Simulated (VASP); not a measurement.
# ZnCd5Te6 (P-4m2) in VASP: single point with PBE

Aim: the single point of ZnCd5Te6 with PBE.

Everything below comes from runs of VASP 6.6.1. Logs are shortened: lines on timing, memory, paths and dates and some standing lists are left out, and cuts for length are marked.

### 1 The cell of the first run

Symmetry: P-4m2, No. 115, tetragonal system. Conventional cell: a = 4.622 Å, b = 4.622 Å, c = 19.690 Å, α = 90.00°, β = 90.00°, γ = 90.00°. Within 3.6 Å of Zn (site symmetry -4m2) lie 4 Te at 2.72 Å. Cd (site symmetry 2mm) has 4 Te at 2.86 Å within 3.8 Å. Cd (site symmetry 2mm) has 4 Te at 2.86 Å within 3.8 Å. Cd (site symmetry -4m2) has 4 Te at 2.86 Å within 3.8 Å. Within 3.6 Å of Te (site symmetry 2mm) lie 2 Zn at 2.72 Å and 2 Cd at 2.86 Å. Te (site symmetry 2mm) has 4 Cd at 2.86 Å within 3.8 Å. Within 3.8 Å of Te (site symmetry 2mm) lie 4 Cd at 2.86 Å.

### 2 Single point, PBE

The input, INCAR:

```
SYSTEM = ZnCd5Te6
PREC     = Accurate       ! precision mode
ENCUT    = 520            ! plane-wave cutoff, eV
EDIFF    = 1E-6           ! SCF threshold, eV
ISMEAR   = 0              ! smearing method
SIGMA    = 0.02           ! smearing width, eV
LREAL    = .False.        ! projectors in reciprocal space
LASPH    = .True.         ! aspherical terms in the spheres
NELM     = 100            ! most SCF steps
ALGO     = Normal         ! electronic algorithm
ISIF     = 2              ! what is computed and relaxed
LWAVE    = .False.        ! write WAVECAR
LCHARG   = .True.         ! write CHGCAR
GGA      = PE             ! functional
LELF     = .True.         ! ELF
LVHAR    = .True.       
NBANDS   = 66             ! bands
```

The input, KPOINTS:

```
regular mesh
0
Gamma
  6 6 2
  0 0 0
```

The input, POSCAR:

```
ZnCd5Te6
1.0
    4.6222154778      0.0000000000      0.0000000000
    0.0000000000      4.6222154778      0.0000000000
    0.0000000000      0.0000000000     19.6900495303
Zn Cd Te
1 5 6
Direct
    0.5000000000      0.5000000000      0.0000000000
    0.0000000000      0.0000000000      0.8412540720
    0.0000000000      0.0000000000      0.1587459280
    0.5000000000      0.5000000000      0.3293759507
    0.0000000000      0.0000000000      0.5000000000
    0.5000000000      0.5000000000      0.6706240493
    0.5000000000      0.0000000000      0.0730486168
    0.0000000000      0.5000000000      0.2440496109
    0.5000000000      0.0000000000      0.4146904019
    0.0000000000      0.5000000000      0.5853095981
    0.5000000000      0.0000000000      0.7559503891
    0.0000000000      0.5000000000      0.9269513832
```

Potentials or basis: VASP PAW PBE potentials, release 64 (Zn, Cd, Te).

On the command line:

```console
$ cat potpaw_PBE.64/Zn/POTCAR potpaw_PBE.64/Cd/POTCAR potpaw_PBE.64/Te/POTCAR > POTCAR
$ mpirun -np 1 vasp_std > vasp.out
```

OUTCAR:

```text
SYSTEM = ZnCd5Te6
   PREC = Accurate
   ENCUT = 520
   EDIFF = 1E-6
   ISMEAR = 0
   LREAL = .False.
   LASPH = .True.
   NELM = 100
   ISIF = 2
   GGA = PE

 ion  position               nearest neighbor table
   1  0.500  0.500  0.000-   7 2.72  12 2.72   7 2.72  12 2.72
   2  0.000  0.000  0.841-  11 2.86  11 2.86  12 2.86  12 2.86
   3  0.000  0.000  0.159-   8 2.86   8 2.86   7 2.86   7 2.86
   4  0.500  0.500  0.329-   9 2.86   9 2.86   8 2.86   8 2.86
   5  0.000  0.000  0.500-   9 2.86  10 2.86  10 2.86   9 2.86
   6  0.500  0.500  0.671-  10 2.86  10 2.86  11 2.86  11 2.86
   7  0.500  0.000  0.073-   1 2.72   1 2.72   3 2.86   3 2.86
   8  0.000  0.500  0.244-   3 2.86   3 2.86   4 2.86   4 2.86
   9  0.500  0.000  0.415-   5 2.86   5 2.86   4 2.86   4 2.86
  10  0.000  0.500  0.585-   5 2.86   5 2.86   6 2.86   6 2.86
  11  0.500  0.000  0.756-   2 2.86   2 2.86   6 2.86   6 2.86
  12  0.000  0.500  0.927-   1 2.72   1 2.72   2 2.86   2 2.86

  LATTYP: Found a simple tetragonal cell.
 ALAT       =     4.6222154778
 C/A-ratio  =     4.2598727006

  Lattice vectors:

 A1 = (   4.6222154778,   0.0000000000,   0.0000000000)
 A2 = (   0.0000000000,   4.6222154778,   0.0000000000)
 A3 = (   0.0000000000,   0.0000000000,  19.6900495303)

Analysis of symmetry for initial positions (statically):
=====================================================================
 Subroutine PRICEL returns:
 Original cell was already a primitive cell.

 Routine SETGRP: Setting up the symmetry group for a
 simple tetragonal supercell.

 Subroutine GETGRP returns: Found  8 space group operations
 (whereof  8 operations were pure point group operations)
 out of a pool of 16 trial point group operations.

The static configuration has the point symmetry D_2d.

Analysis of symmetry for dynamics (positions and initial velocities):
=====================================================================
 Subroutine PRICEL returns:
 Original cell was already a primitive cell.

 Routine SETGRP: Setting up the symmetry group for a
 simple tetragonal supercell.

 Subroutine GETGRP returns: Found  8 space group operations
 (whereof  8 operations were pure point group operations)
 out of a pool of 16 trial point group operations.

The dynamic configuration has the point symmetry D_2d.

 Subroutine INISYM returns: Found  8 space group operations
 (whereof  8 operations are pure point group operations),
 and found     1 'primitive' translations

----------------------------------------------------------------------------------------

                                     Primitive cell

  volume of cell :     420.6755

  direct lattice vectors                    reciprocal lattice vectors
     4.622215478  0.000000000  0.000000000     0.216346470  0.000000000  0.000000000
     0.000000000  4.622215478  0.000000000     0.000000000  0.216346470  0.000000000
     0.000000000  0.000000000 19.690049530     0.000000000  0.000000000  0.050787074

  length of vectors
     4.622215478  4.622215478 19.690049530     0.216346470  0.216346470  0.050787074

  position of ions in fractional coordinates (direct lattice)
     0.500000000  0.500000000  0.000000000
     0.000000000  0.000000000  0.841254072
     0.000000000  0.000000000  0.158745928
     0.500000000  0.500000000  0.329375951
     0.000000000  0.000000000  0.500000000
     0.500000000  0.500000000  0.670624049
     0.500000000  0.000000000  0.073048617
     0.000000000  0.500000000  0.244049611
     0.500000000  0.000000000  0.414690402
     0.000000000  0.500000000  0.585309598
     0.500000000  0.000000000  0.755950389
     0.000000000  0.500000000  0.926951383

  ion indices of the primitive-cell ions
   primitive index   ion index
                 1           1
                 2           2
                 3           3
                 4           4
                 5           5
                 6           6
                 7           7
                 8           8
                 9           9
                10          10
                11          11
                12          12

----------------------------------------------------------------------------------------

 KPOINTS: regular mesh

Automatic generation of k-mesh.
 Grid dimensions read from file:
 generate k-points for:    6    6    2

 Generating k-lattice:

  Cartesian coordinates                     Fractional coordinates (reciprocal lattice)
     0.036057745  0.000000000  0.000000000     0.166666667  0.000000000  0.000000000
     0.000000000  0.036057745  0.000000000     0.000000000  0.166666667  0.000000000
     0.000000000  0.000000000  0.025393537     0.000000000  0.000000000  0.500000000

  Length of vectors
     0.036057745  0.036057745  0.025393537

  Shift w.r.t. Gamma in fractional coordinates (k-lattice)
     0.000000000  0.000000000  0.000000000

 Subroutine IBZKPT returns following result:
 ===========================================

 Found     20 irreducible k-points:

 Following reciprocal coordinates:
            Coordinates               Weight
  0.000000  0.000000  0.000000      1.000000
  0.166667  0.000000  0.000000      4.000000
  0.333333  0.000000  0.000000      4.000000
  0.500000  0.000000  0.000000      2.000000
  0.166667  0.166667  0.000000      4.000000
  0.333333  0.166667  0.000000      8.000000
[... 12 lines left out ...]
  0.500000  0.333333  0.500000      4.000000
  0.500000  0.500000  0.500000      1.000000
   k-points           NKPTS =     20   k-points in BZ     NKDIM =     20   number of bands    NBANDS=     66
   number of dos      NEDOS =    301   number of ions     NIONS =     12
   total plane-waves  NPLWV = 194400
   dimension x,y,z NGX =    36 NGY =   36 NGZ =  150
   dimension x,y,z NGXF=    72 NGYF=   72 NGZF=  300
   ions per type =               1   5   6
   NGX,Y,Z   is equivalent  to a cutoff of  12.95, 12.95, 12.66 a.u.
   NGXF,Y,Z  is equivalent  to a cutoff of  25.90, 25.90, 25.33 a.u.
 SYSTEM =  ZnCd5Te6
   PREC   = accura    normal or accurate (medium, high low for compatibility)
   ISTART =      0    job   : 0-new  1-cont  2-samecut
   ICHARG =      2    charge: 1-file 2-atom 10-const
   ISPIN  =      1    spin polarized calculation?
   LNONCOLLINEAR =      F non collinear calculations
   LSORBIT =      F    spin-orbit coupling
   LASPH  =      T    aspherical Exc in radial PAW
   ENCUT  =  520.0 eV  38.22 Ry    6.18 a.u.   8.59  8.59 36.61*2*pi/ulx,y,z
   NELM   =    100;   NELMIN=  2; NELMDL= -5     # of ELM steps
   EDIFF  = 0.1E-05   stopping-criterion for ELM
   LREAL  =      F    real-space projection
   EDIFFG = 0.1E-04   stopping-criterion for IOM
   NSW    =      0    number of steps for IOM
   IBRION =     -1    ionic relax: 0-MD 1-quasi-New 2-CG
   NFREE  =      0    steps in history (QN), initial steepest desc. (CG)
   ISIF   =      2    stress and relaxation
   ISYM   =      2    0-nonsym 1-usesym 2-fastsym
   POTIM  = 0.5000    time-step for ionic-motion
   TEBEG  =    0.0;   TEEND  =   0.0 temperature during run
   PSTRESS=    0.0 pullay stress
   NELECT =     108.0000    total number of electrons
   NUPDOWN=      -1.0000    fix difference up-down
   EMIN   =  10.00;   EMAX   =-10.00  energy-range for DOS
   EFERMI =   0.00;   METHOD = LEGACY
   ISMEAR =     0;   SIGMA  =   0.02  broadening in eV -4-tet -1-fermi 0-gaus
   EFERMI_NEDOS =   21; number of points for ismear=-14 and -15
   IALGO  =     38    algorithm
   IMIX   =      4    mixing-type and parameters
     AMIX     =   0.40;   BMIX     =  1.00
     AMIX_MAG =   1.60;   BMIX_MAG =  1.00
  volume/ion in A,a.u.               =      35.06       236.57
  Fermi-wavevector in a.u.,A,eV,Ry     =   1.040480  1.966222 14.729645  1.082598
  Thomas-Fermi vector in A             =   2.175057
   LORBIT       =      0    0 simple, 1 ext, 2 COOP (PROOUT), +10 PAW based schemes
   GGA     = PE    functional components
   LHFCALC =     F    Hartree Fock is set to
   AEXX    =    0.0000 exact exchange contribution
   IVDW    =     0    specifies the selected vdW correction
   LEPSILON=     F    determine dielectric tensor
   LRPA    =     F    only Hartree local field effects (RPA)
 non-spin polarized calculation
 Gauss-broadening in eV      SIGMA  =   0.02
  energy-cutoff  :      520.00
  volume of cell :      420.68
 maximum number of plane-waves:     11359
 NGX is ok and might be reduce to    36
   NGX = 17   NGY = 17   NGZ = 73

 number of electron     107.9999949 magnetization

 Free energy of the ion-electron system (eV)
  ---------------------------------------------------
  ext. energy  EPLUGINS =         0.00000000
  ---------------------------------------------------
  free energy    TOTEN  =       -29.16140877 eV

  energy without entropy =      -29.16140877  energy(sigma->0) =      -29.16140877

 E-fermi :   2.0619     XC(G=0):  -8.3861

 val. band max:        1.9720768776   @ k =   0.0000   0.0000   0.0000
 cond. band min:       2.5862439787   @ k =   0.0000   0.0000   0.0000
 fundamental gap:      0.6141671011
 Fermi energy:         2.0619365452

 k-point     1 :       0.0000    0.0000    0.0000
  band No.  band energies     occupation
      1      -9.0471      2.00000
      2      -8.8608      2.00000
      3      -8.7982      2.00000
      4      -8.6043      2.00000
      5      -8.5475      2.00000
      6      -8.4139      2.00000
[... 58 lines left out ...]
     65       5.7806      0.00000
     66       6.5798      0.00000

 k-point     2 :       0.1667    0.0000    0.0000
  band No.  band energies     occupation
      1      -8.9713      2.00000
      2      -8.8077      2.00000
      3      -8.7527      2.00000
      4      -8.5868      2.00000
      5      -8.5366      2.00000
      6      -8.4182      2.00000
[... 58 lines left out ...]
     65       6.4250      0.00000
     66       6.4431      0.00000

 k-point     3 :       0.3333    0.0000    0.0000
  band No.  band energies     occupation
      1      -8.7852      2.00000
      2      -8.6863      2.00000
      3      -8.6524      2.00000
      4      -8.5609      2.00000
      5      -8.5294      2.00000
      6      -8.4548      2.00000
[... 1162 lines left out ...]
     65       6.6197      0.00000
     66       6.6584      0.00000

 k-point    20 :       0.5000    0.5000    0.5000
  band No.  band energies     occupation
      1      -8.4661      2.00000
      2      -8.4661      2.00000
      3      -8.4655      2.00000
      4      -8.4655      2.00000
      5      -8.4170      2.00000
      6      -8.4170      2.00000
[... 58 lines left out ...]
     65       6.6870      0.00000
     66       6.6870      0.00000

------------------------ aborting loop because EDIFF is reached ----------------------------------------

  FORCE on cell =-STRESS in cart. coord.  units (eV):
  Direction    XX          YY          ZZ          XY          YZ          ZX
  --------------------------------------------------------------------------------------
  -------------------------------------------------------------------------------------
  Total        0.2697542      0.2697542      0.2694643      0.0000000      0.0000000      0.0000000
  in kB        1.0273814      1.0273814      1.0262771      0.0000000      0.0000000      0.0000000
  external PRESSURE =       1.0270133 kB  Pullay stress =       0.0000000 kB

 VOLUME and BASIS-vectors are now :
 -----------------------------------------------------------------------------
  energy-cutoff  :      520.00
  volume of cell :      420.68
      direct lattice vectors                 reciprocal lattice vectors
     4.622215478  0.000000000  0.000000000     0.216346470  0.000000000  0.000000000
     0.000000000  4.622215478  0.000000000     0.000000000  0.216346470  0.000000000
     0.000000000  0.000000000 19.690049530     0.000000000  0.000000000  0.050787074

 POSITION                                       TOTAL-FORCE (eV/Angst)
 -----------------------------------------------------------------------------------
      2.31111      2.31111      0.00000         0.000000     -0.000000      0.000000
      0.00000      0.00000     16.56433        -0.000000      0.000000     -0.001790
      0.00000      0.00000      3.12572        -0.000000      0.000000      0.001790
      2.31111      2.31111      6.48543        -0.000000      0.000000     -0.000085
      0.00000      0.00000      9.84502        -0.000000      0.000000      0.000000
      2.31111      2.31111     13.20462         0.000000      0.000000      0.000085
      2.31111      0.00000      1.43833        -0.000000      0.000000     -0.007882
      0.00000      2.31111      4.80535        -0.000000      0.000000     -0.000646
      2.31111      0.00000      8.16527        -0.000000      0.000000     -0.000981
      0.00000      2.31111     11.52477        -0.000000      0.000000      0.000981
      2.31111      0.00000     14.88470        -0.000000      0.000000      0.000646
      0.00000      2.31111     18.25172        -0.000000      0.000000      0.007882
 -----------------------------------------------------------------------------------
    total drift:                                0.000000      0.000000     -0.000000

  FREE ENERGIE OF THE ION-ELECTRON SYSTEM (eV)
  ---------------------------------------------------
  free  energy   TOTEN  =       -29.1614087727 eV

  energy  without entropy=      -29.1614087727  energy(sigma->0) =      -29.16140877
```

Run time: 6.4 min. Hardware: 1 thread of Intel Xeon 6975P-C (Granite Rapids), shared host; peak memory 0.76 GiB.

Results:

```yaml
Free_energy: -29.1614 eV
Pressure: 0.1 GPa
Largest_force: 0.008 eV/Å
Band_gap_on_the_k_mesh: 0.61 eV
```

Forces on the atoms (eV/Å):
```
Zn   0.000  0.000  0.000
Cd   0.000  0.000 -0.002
Cd   0.000  0.000  0.002
Cd   0.000  0.000  0.000
Cd   0.000  0.000  0.000
Cd   0.000  0.000  0.000
Te   0.000  0.000 -0.008
Te   0.000  0.000 -0.001
Te   0.000  0.000 -0.001
Te   0.000  0.000  0.001
Te   0.000  0.000  0.001
Te   0.000  0.000  0.008
```

Levels at points of the mesh, in eV from the valence-band top:
```
           k point  band 51  band 52  band 53  band 54  band 55  band 56  band 57  band 58
(0.00, 0.00, 0.00)    -0.51    -0.05     0.00     0.00     0.61     2.09     2.31     2.51
(0.50, 0.00, 0.00)    -0.67    -0.66    -0.65    -0.65     1.90     2.11     2.11     2.14
(0.50, 0.50, 0.00)    -1.75    -1.72    -1.72    -1.70     2.52     2.66     2.69     2.69
(0.00, 0.00, 0.50)    -0.19    -0.19    -0.14    -0.14     1.37     1.39     2.27     2.60
(0.50, 0.00, 0.50)    -0.67    -0.67    -0.65    -0.65     1.66     1.76     2.50     2.75
(0.50, 0.50, 0.50)    -1.82    -1.79    -1.79    -1.78     2.76     2.86     2.89     2.98
```

Caveat: semilocal functionals underestimate gaps, and a narrow one can read as zero; spin-orbit coupling is left out, which moves the levels of the heavy elements.
